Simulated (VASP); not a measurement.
A run of VASP 6.6.1 is set up as follows.

INCAR

```
SYSTEM = SiC
PREC     = Accurate       ! precision mode
ENCUT    = 520            ! plane-wave cutoff, eV
EDIFF    = 1E-6           ! SCF threshold, eV
ISMEAR   = -1             ! smearing method
SIGMA    = 0.08           ! smearing width, eV
LREAL    = .FALSE.        ! projectors in reciprocal space
LASPH    = .TRUE.         ! aspherical terms in the spheres
NELM     = 60             ! most SCF steps
ALGO     = Normal         ! electronic algorithm
ISIF     = 2              ! what is computed and relaxed
LWAVE    = .FALSE.        ! write WAVECAR
LCHARG   = .TRUE.         ! write CHGCAR
GGA      = PE             ! functional
LELF     = .TRUE.         ! ELF
LVHAR    = .TRUE.       
NBANDS   = 16             ! bands
```

File KPOINTS:

```
Automatic mesh
0
G
  15 15 8
  0 0 0
```

The input POSCAR:

```
SiC
1.0
    3.1363272130      0.0000000000      0.0000000000
   -1.5681636065      2.7161390411      0.0000000000
    0.0000000000      0.0000000000      5.1470055276
Si C
2 2
Direct
    0.3333333333      0.6666666667      0.0000000000
    0.6666666667      0.3333333333      0.5000000000
    0.3333333333      0.6666666667      0.3850000000
    0.6666666667      0.3333333333      0.8850000000
```

Potentials or basis: VASP PAW PBE potentials, release 64 (Si, C).

Launch:

```sh
$ cat potpaw_PBE.64/Si/POTCAR potpaw_PBE.64/C/POTCAR > POTCAR
$ mpirun -np 1 vasp_std > vasp.out
```

Q: What does it give for the band gap on the k mesh?

A: 2.43 eV, indirect (least direct gap 3.97 eV).

Q: Predict the pressure.

A: -8.2 GPa.

Q: Predict the largest force.

A: 0.666 eV/Å.

Forces in eV/Å, atoms in the order of the input:
```
Si   0.000  0.000  0.666
Si   0.000  0.000  0.666
C    0.000  0.000 -0.666
C    0.000  0.000 -0.666
```

 A k mesh can miss the band edges.
